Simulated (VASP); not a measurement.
BN: single point with PBE+D3(BJ)

Slab: BN, a slab with vacuum.

```
CELL_PARAMETERS angstrom
2.50712 0.00000 0.00000
-1.25356 2.17123 0.00000
0.00000 0.00000 45.84237
ATOMIC_POSITIONS crystal
B 0.66667 0.33333 0.39114
B 0.33333 0.66667 0.46384
B 0.66667 0.33333 0.53616
B 0.33333 0.66667 0.60886
N 0.33333 0.66667 0.39110
N 0.66667 0.33333 0.46384
N 0.33333 0.66667 0.53616
N 0.66667 0.33333 0.60890
```

```
Program             : VASP 6.6.1
Task                : single point
Functional          : PBE
Dispersion          : D3(BJ)
Potentials or basis : VASP PAW PBE potentials, release 64 (B, N)
Cutoff              : 520 eV
k mesh              : 12 × 12 × 1
Occupations         : gaussian, width 0.01 eV
Spin                : no spin polarisation
```

```yaml
Band_gap_on_the_k_mesh: 4.32 eV, indirect (least direct gap 4.67 eV)
Dispersion_energy_per_atom: -0.123 eV
```

Levels at points of the mesh, in eV from the valence-band top:
```
           k point  band 14  band 15  band 16  band 17  band 18  band 19
(0.00, 0.00, 0.00)    -1.32    -1.31    -1.31     4.92     5.07     5.85
(0.50, 0.00, 0.00)    -1.06    -0.75    -0.52     4.32     4.57     4.98
```

Run time: 3.9 min on 1 thread of AMD EPYC 7R13 Processor (Zen 3), on a shared host, peak memory 0.37 GiB.
